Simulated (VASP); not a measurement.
Input of a VASP 6.6.1 run:

INCAR

```
SYSTEM = AlIn3Sb2N2
  PREC = Accurate
  ENCUT = 600
  EDIFF = 1E-7
  ISMEAR = 0
  SIGMA = 0.15
  LREAL = .False.
  LASPH = .True.
  NELM = 80
  ALGO = Normal
  ISIF = 3
  LWAVE = .False.
  LCHARG = .False.
  GGA = PE
  IBRION = 2
  NSW = 36
  EDIFFG = -0.08
```

The input KPOINTS:

```
regular mesh
0
Gamma
  3 3 2
  0 0 0
```

The input POSCAR:

```
AlIn3Sb2N2
1.0
    5.1507083500      0.0000000000      0.0000000000
    0.0000000000      5.1507083500      0.0000000000
    0.0000000000      0.0000000000      7.9411789600
Al In Sb N
1 3 2 2
Direct
    0.5000000000      0.5000000000      0.8763301100
    0.5000000000      0.5000000000      0.3047958500
    0.5000000000      0.0000000000      0.0476226400
    0.0000000000      0.5000000000      0.0476226400
    0.5000000000      0.0000000000      0.5244911000
    0.0000000000      0.5000000000      0.5244911000
    0.0000000000      0.0000000000      0.3068124200
    0.0000000000      0.0000000000      0.9442278600
```

Potentials or basis: VASP PAW PBE potentials, release 64 (Al, In_d, Sb, N).

Command:

```console
$ cat potpaw_PBE.64/Al/POTCAR potpaw_PBE.64/In_d/POTCAR potpaw_PBE.64/Sb/POTCAR potpaw_PBE.64/N/POTCAR > POTCAR
$ mpirun -np 1 vasp_std > vasp.out
```

Task: Predict the relaxed cell.

Result: a = 4.649 Å, b = 4.649 Å, c = 8.151 Å, α = 90.00°, β = 90.00°, γ = 90.00°.

Task: Predict the relaxed volume.

Result: 22.02 Å³/atom.

Task: Predict the band gap on the k mesh.

Result: 0.17 eV.

Task: Predict the space group after relaxing (to 0.1 Å).

Result: P4mm (No. 99).

Stress tensor (GPa, compression positive):
```
 0.02  0.00  0.00
 0.00  0.02  0.00
 0.00  0.00 -0.24
```

Caveat: the volume moved by over 15 % at a fixed basis, so the end points are rough; semilocal functionals underestimate gaps, and a narrow one can read as zero; spin-orbit coupling is left out, which moves the levels of the heavy elements. A k mesh can miss the band edges.
